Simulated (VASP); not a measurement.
A run of VASP 6.6.1 is set up as follows.

INCAR

```
SYSTEM = LuHf4O
ALGO = Normal
EDIFF = 1E-6
EDIFFG = -0.04
ENCUT = 600
GGA = PE
IBRION = 2
ISIF = 3
ISMEAR = 0
LASPH = .True.
LCHARG = .False.
LREAL = .False.
LWAVE = .False.
NELM = 60
NSW = 90
PREC = Accurate
SIGMA = 0.1
```

Contents of KPOINTS:

```
k-points
0
Gamma
  3 3 6
  0 0 0
```

File POSCAR:

```
LuHf4O
1.0
    7.0342381513      0.0000000000      0.0000000000
   -3.5171190757      6.0918289353      0.0000000000
    0.0000000000      0.0000000000      3.1858009727
Lu Hf O
1 4 1
Direct
    0.0000000000      0.0000000000      0.0000000000
    0.3333333333      0.6666666667      0.0000000000
    0.5251731323      0.4748268677      0.5000000000
    0.5251731323      0.0503462645      0.5000000000
    0.9496537355      0.4748268677      0.5000000000
    0.6666666667      0.3333333333      0.0000000000
```

Potentials or basis: VASP PAW PBE potentials, release 64 (Lu, Hf_pv, O).

Run with:

```bash
$ cat potpaw_PBE.64/Lu/POTCAR potpaw_PBE.64/Hf_pv/POTCAR potpaw_PBE.64/O/POTCAR > POTCAR
$ mpirun -np 1 vasp_std > vasp.out
```

**Question.** Estimate the relaxed volume.

**Answer.** 22.52 Å³/atom.

**Question.** Predict the relaxed cell.

**Answer.** a = 7.032 Å, b = 7.032 Å, c = 3.155 Å, α = 90.00°, β = 90.00°, γ = 120.00°.

**Question.** Estimate the space group after relaxing (to 0.05 Å).

**Answer.** P-6m2 (No. 187).

Final structure:
```yaml
crystal:
  lattice:
    - [7.03174, 0.00000, 0.00000]
    - [-3.51587, 6.08967, 0.00000]
    - [0.00000, 0.00000, 3.15533]
  atoms:
    - { symbol: Lu, position: [0.00000, 0.00000, 0.00000] }
    - { symbol: Hf, position: [0.33333, 0.66667, 0.00000] }
    - { symbol: Hf, position: [0.52556, 0.47444, 0.50000] }
    - { symbol: Hf, position: [0.52556, 0.05113, 0.50000] }
    - { symbol: Hf, position: [0.94887, 0.47444, 0.50000] }
    - { symbol: O, position: [0.66667, 0.33333, 0.00000] }
```

Caveat: an odd number of electrons without spin polarisation forces a metal; a magnetic or distorted state may lie lower.
